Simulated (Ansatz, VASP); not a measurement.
## C in VASP and in Ansatz

```xyz
2
Lattice="0.0000 1.7516 1.7944 1.7516 0.0000 1.7944 1.7516 1.7516 0.0000" Properties=species:S:1:pos:R:3 pbc="T T T"
C     1.7516    1.7516    1.7944
C     2.6275    2.6275    2.6916
```

Alike in both runs: task single point; functional LDA; k mesh 12 × 12 × 12; occupations gaussian, width 0.05 eV; no spin polarisation.

```csv
,VASP,Ansatz
version,VASP 6.6.1,Ansatz 0.2.0
potentials or method,"VASP PAW LDA potentials, release 64 (C_h), cutoff 1300 eV","scalar-relativistic, plane waves, PAW"
valence electrons in the cell,8,8
```

|  | VASP | Ansatz | Ansatz less VASP |
| --- | --- | --- | --- |
| gap on the k mesh at the Fermi level (eV) | 3.89 | 3.90 | +0.006 |
| least direct gap on the mesh (eV) | 5.41 | 5.40 | -0.002 |
| pressure (GPa) | 1.0 | 0.0 | -1.00 |
| traceless stress, the component that is largest in VASP (GPa) | -15.74 | -15.75 | -0.008 |

Ansatz warns that its potentials were made for another functional, while VASP's fit it. LDA's correlation is that of Perdew and Zunger in VASP and of Perdew and Wang (1992) in Ansatz.
